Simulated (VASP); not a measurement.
# Mg (P6_3/mmc) in VASP: a series of runs, part 2 of 2

VASP 6.6.1. The steps go on from the part before.

### Step 3. Single point, revPBE (volume scaled by 1.04)

File INCAR:

```
PREC = Accurate ; ENCUT = 520
EDIFF = 1E-7 ; ISMEAR = -1
SIGMA = 0.1 ; LREAL = False
LASPH = True ; NELM = 60
ALGO = Normal ; ISIF = 2
LWAVE = False ; LCHARG = False
GGA = RE ; NBANDS = 12
```

File KPOINTS:

```
Automatic mesh
0
Gamma
  13 13 4
```

File POSCAR:

```
Mg
1.0
    3.2676408886      0.0000000000      0.0000000000
   -1.6338204443      2.8298600200      0.0000000000
    0.0000000000      0.0000000000     10.6296726659
Mg
4
Direct
    1.0000000000      0.0000000000      1.0000000000
    1.0000000000      1.0000000000      0.5000000000
    0.3333333333      0.6666666667      0.2500000000
    0.6666666667      0.3333333333      0.7500000000
```

Potentials or basis: VASP PAW PBE potentials, release 64 (Mg).

Run with:

```bash
> cat potpaw_PBE.64/Mg/POTCAR > POTCAR
> mpirun -np 1 vasp_std > vasp.out
```

OUTCAR:

```text
PREC = Accurate
   ENCUT = 520
   EDIFF = 1E-7
   ISMEAR = -1
   LREAL = False
   LASPH = True
   NELM = 60
   ISIF = 2
   GGA = RE

 ion  position               nearest neighbor table
   1  0.000  0.000  0.000-   3 3.26   4 3.26   4 3.26   3 3.26   4 3.26   3 3.26
   2  0.000  0.000  0.500-   3 3.26   4 3.26   4 3.26   3 3.26   4 3.26   3 3.26
   3  0.333  0.667  0.250-   1 3.26   2 3.26   1 3.26   2 3.26   1 3.26   2 3.26
   4  0.667  0.333  0.750-   1 3.26   2 3.26   1 3.26   2 3.26   1 3.26   2 3.26

  LATTYP: Found a hexagonal cell.
 ALAT       =     3.2676408886
 C/A-ratio  =     3.2530112789

  Lattice vectors:

 A1 = (   3.2676408886,   0.0000000000,   0.0000000000)
 A2 = (  -1.6338204443,   2.8298600200,   0.0000000000)
 A3 = (   0.0000000000,   0.0000000000,  10.6296726659)

Analysis of symmetry for initial positions (statically):
=====================================================================
 Subroutine PRICEL returns:
 Original cell was already a primitive cell.

 Routine SETGRP: Setting up the symmetry group for a
 hexagonal supercell.

[... 179 lines left out ...]
  band No.  band energies     occupation
      1      -4.2678      2.00000
      2      -2.9419      2.00000
      3      -2.9403      2.00000
      4       0.7719      2.00000
      5       1.1369      1.99999
      6       7.1776      0.00000
      7       7.1853      0.00000
      8      12.9569      0.00000
      9      12.9569      0.00000
     10      12.9657      0.00000
     11      12.9657      0.00000
     12      13.7187      0.00000
[... 331 lines left out ...]
 k-point    24 :       0.1538    0.0000    0.2500
  band No.  band energies     occupation
      1      -3.7399      2.00000
      2      -3.0778      2.00000
      3      -1.7663      2.00000
      4       0.1649      2.00000
      5       2.7306      0.08189
      6       5.8021      0.00000
      7       8.6423      0.00000
      8       9.2443      0.00000
      9       9.5694      0.00000
     10      10.4660      0.00000
     11      10.9424      0.00000
     12      11.5094      0.00000

 [... further k-points ...]
[... 5 lines left out ...]
  --------------------------------------------------------------------------------------
  -------------------------------------------------------------------------------------
  Total       -0.8179559     -0.8179559     -0.8025276      0.0000000      0.0000000      0.0000000
  in kB      -13.3327981    -13.3327981    -13.0813147      0.0000000      0.0000000      0.0000000
  external PRESSURE =     -13.2489703 kB  Pullay stress =       0.0000000 kB

 VOLUME and BASIS-vectors are now :
 -----------------------------------------------------------------------------
  energy-cutoff  :      520.00
  volume of cell :       98.29
      direct lattice vectors                 reciprocal lattice vectors
     3.267640889  0.000000000  0.000000000     0.306031181  0.176687185  0.000000000
    -1.633820444  2.829860020  0.000000000     0.000000000  0.353374369  0.000000000
     0.000000000  0.000000000 10.629672666     0.000000000  0.000000000  0.094076274

 POSITION                                       TOTAL-FORCE (eV/Angst)
 -----------------------------------------------------------------------------------
      0.00000      0.00000      0.00000        -0.000000      0.000000     -0.000000
      0.00000      0.00000      5.31484        -0.000000      0.000000     -0.000000
     -0.00000      1.88657      2.65742        -0.000000      0.000000     -0.000000
      1.63382      0.94329      7.97225         0.000000     -0.000000      0.000000
 -----------------------------------------------------------------------------------
    total drift:                               -0.000000     -0.000000      0.000000

  FREE ENERGIE OF THE ION-ELECTRON SYSTEM (eV)
  ---------------------------------------------------
  free  energy   TOTEN  =        -5.4204240718 eV

  energy  without entropy=       -5.3508181450  energy(sigma->0) =       -5.38562111
```

OSZICAR:

```text
N       E                     dE             d eps       ncg     rms          rms(c)
DAV:   1     0.348593117585E+01    0.34859E+01   -0.24571E+03  1512   0.466E+02
DAV:   2    -0.516316344859E+01   -0.86491E+01   -0.82524E+01  1968   0.519E+01
DAV:   3    -0.543156761250E+01   -0.26840E+00   -0.26602E+00  2056   0.694E+00
DAV:   4    -0.543314514857E+01   -0.15775E-02   -0.15771E-02  1896   0.609E-01
DAV:   5    -0.543316190476E+01   -0.16756E-04   -0.16756E-04  1932   0.649E-02    0.141E+00
DAV:   6    -0.543103162285E+01    0.21303E-02   -0.20125E-03  1844   0.393E-01    0.913E-01
DAV:   7    -0.542040323242E+01    0.10628E-01   -0.67925E-03  1664   0.670E-01    0.494E-02
DAV:   8    -0.542043297380E+01   -0.29741E-04   -0.44522E-05  2048   0.386E-02    0.134E-02
DAV:   9    -0.542042461089E+01    0.83629E-05   -0.41225E-06  1740   0.121E-02    0.903E-04
DAV:  10    -0.542042417144E+01    0.43945E-06   -0.61032E-08  1584   0.124E-03    0.309E-04
DAV:  11    -0.542042407183E+01    0.99614E-07   -0.69881E-09  1116   0.510E-04
   1 F= -.54204241E+01 E0= -.53856211E+01  d E =-.696059E-01
```

Wall time 19 s (1 thread of Intel Xeon 6975P-C (Granite Rapids), shared host); peak memory 0.23 GiB.

What came out:

* Free energy: -5.4204 eV
* Pressure: -1.3 GPa
* Band gap on the k mesh: zero (band 4 reaches 3.53 eV, above the bottom of band 5 at 1.14 eV)

Levels at points of the mesh, in eV from the Fermi level:
```csv
k point,band 1,band 2,band 3,band 4,band 5,band 6,band 7,band 8
"(0.00, 0.00, 0.00)",-6.68,-5.36,-5.36,-1.64,-1.28,4.76,4.77,10.54
"(0.00, 0.00, 0.50)",-6.35,-6.35,-3.72,-3.72,1.39,1.39,8.60,8.60
```

Caveat: the PAW data sets were made with another functional, which shifts forces and pressure a little.

### Step 4. Single point, revPBE (volume scaled by 1.08)

File INCAR:

```
SYSTEM = Mg
ALGO = Normal ; EDIFF = 1E-6
ENCUT = 520 ; GGA = RE
ISIF = 2 ; ISMEAR = -1
LASPH = .True. ; LCHARG = .True.
LELF = .True. ; LREAL = .False.
LVHAR = .True. ; LWAVE = .False.
NBANDS = 12 ; NELM = 80
PREC = Accurate ; SIGMA = 0.1
```

File KPOINTS:

```
k-points
0
Gamma
  13 13 4
  0 0 0
```

File POSCAR:

```
Mg
1.0
    3.3090078230      0.0000000000      0.0000000000
   -1.6545039115      2.8656848360      0.0000000000
    0.0000000000      0.0000000000     10.7642397699
Mg
4
Direct
    1.0000000000      0.0000000000      1.0000000000
    1.0000000000      1.0000000000      0.5000000000
    0.3333333333      0.6666666667      0.2500000000
    0.6666666667      0.3333333333      0.7500000000
```

Run with:

```bash
> cat potpaw_PBE.64/Mg/POTCAR > POTCAR
> mpirun -np 1 vasp_std > vasp.out
```

Run time: 25 s. Hardware: 1 thread of Intel Xeon 6975P-C (Granite Rapids), shared host; peak memory 0.26 GiB.

Results (log left out):

| Item | Value |
| --- | --- |
| Free energy | -5.3769 eV |
| Pressure | -2.3 GPa |
| Band gap on the k mesh | zero (band 4 reaches 3.33 eV, above the bottom of band 5 at 0.95 eV) |

Levels at points of the mesh, in eV from the Fermi level:
```csv
k point,band 1,band 2,band 3,band 4,band 5,band 6,band 7,band 8,band 9
"(0.00, 0.00, 0.00)",-6.53,-5.23,-5.23,-1.58,-1.28,4.66,4.66,10.29,10.29
"(0.00, 0.00, 0.50)",-6.20,-6.20,-3.64,-3.64,1.35,1.35,8.41,8.41,10.52
```

Caveat: the PAW data sets were made with another functional, which shifts forces and pressure a little.

### Step 5. Summary

```csv
cell,gap on the mesh (eV),pressure (GPa)
"a = 3.225, b = 3.225, c = 10.492 Å, angles 90.0, 90.0, 120.0°, 4 atoms",none,-0.1
"a = 3.268, b = 3.268, c = 10.630 Å, angles 90.0, 90.0, 120.0°, 4 atoms",none,-1.3
"a = 3.309, b = 3.309, c = 10.764 Å, angles 90.0, 90.0, 120.0°, 4 atoms",none,-2.3
```

Alike in all rows: task single point; level revPBE; potentials or basis VASP PAW PBE potentials, release 64 (Mg); no spin polarisation; k mesh 13 × 13 × 4; cutoff (eV) 520; smearing fermi-dirac 0.1 eV.

Caveats: the PAW data sets were made with another functional, which shifts forces and pressure a little.

Total energies depend on the potentials used, so only differences within one code and one set of settings carry meaning.
